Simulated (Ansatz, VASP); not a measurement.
# CoO in VASP and in Ansatz

```
CELL_PARAMETERS angstrom
0.00000 2.13153 2.13153
2.13153 0.00000 2.13153
2.13153 2.13153 0.00000
ATOMIC_POSITIONS crystal
Co 0.00000 0.00000 0.00000
O 0.50000 0.50000 0.50000
```

Alike in both runs: task single point; functional RPBE; dispersion D4; k mesh 10 × 10 × 10; occupations gaussian, width 0.05 eV; collinear spin; Hubbard terms Co d U = 3.3 eV.

|  | VASP | Ansatz |
| --- | --- | --- |
| version | VASP 6.6.1 | Ansatz 0.2.0 |
| potentials or method | VASP PAW PBE potentials, release 64 (Co_sv, O), cutoff 600 eV | scalar-relativistic, plane waves, PAW |
| valence electrons in the cell | 23 | 23 |

|  | VASP | Ansatz | Ansatz less VASP |
| --- | --- | --- | --- |
| pressure (GPa) | -3.8 | 7.4 | +11.20 |
| net moment per atom (μB) | 1.50 | 1.50 | 0.000 |
| size of the moment on the site where the two differ most (μB) | 2.70 | 2.61 | -0.087 |

VASP's potentials were made for PBE, not for RPBE. Site moments also hang on the region over which each program counts them. The programs project onto different local orbitals, so the same U acts differently, and such runs can settle in different states. Ansatz's warnings: symmetry narrowed by occupation matrices.
